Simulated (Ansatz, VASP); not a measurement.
Cu: VASP beside Ansatz

```
Cu
1.0
     0.00000    5.44470   -5.44470
    -5.44470    0.00000   -5.44470
    -5.44470    5.44470    0.00000
Cu
27
Cartesian
  -3.6298 3.6298 -7.2596
  -3.6298 1.8149 -5.4447
  -1.8149 3.6298 -5.4447
  -3.6298 0.0000 -3.6298
  -1.8149 1.8149 -3.6298
  0.0000 3.6298 -3.6298
  -1.8149 0.0000 -1.8149
  0.0000 1.8149 -1.8149
  0.0000 0.0000 0.0000
  -5.4447 5.4447 -7.2596
  -5.4447 3.6298 -5.4447
  -3.6298 5.4447 -5.4447
  -5.4447 1.8149 -3.6298
  -3.6298 3.6298 -3.6298
  -1.8149 5.4447 -3.6298
  -3.6298 1.8149 -1.8149
  -1.8149 3.6298 -1.8149
  -1.8149 1.8149 0.0000
  -7.2596 7.2596 -7.2596
  -7.2596 5.4447 -5.4447
  -5.4447 7.2596 -5.4447
  -7.2596 3.6298 -3.6298
  -5.4447 5.4447 -3.6298
  -3.6298 7.2596 -3.6298
  -5.4447 3.6298 -1.8149
  -3.6298 5.4447 -1.8149
  -3.6298 3.6298 0.0000
```

Alike in both runs: task single point; functional PBE; k mesh 4 × 4 × 4; occupations gaussian, width 0.1 eV; no spin polarisation.

```csv
,VASP,Ansatz
version,VASP 6.6.1,Ansatz 0.2.0
potentials or method,"VASP PAW PBE potentials, release 64 (Cu), cutoff 520 eV","scalar-relativistic, plane waves, PAW"
valence electrons in the cell,297,513
```

```tsv
	VASP	Ansatz	Ansatz less VASP
gap on the k mesh at the Fermi level (eV)	none	none	-
pressure (GPa)	0.4	-0.1	-0.49
```

A gap of «none» marks a metal or a gap that the smearing closes. The functional is the same, so the differences come from potentials, cutoffs and numerics. VASP's potentials hold 297 valence electrons a cell and Ansatz's 513, so a difference there can come from the potentials and not from the codes.
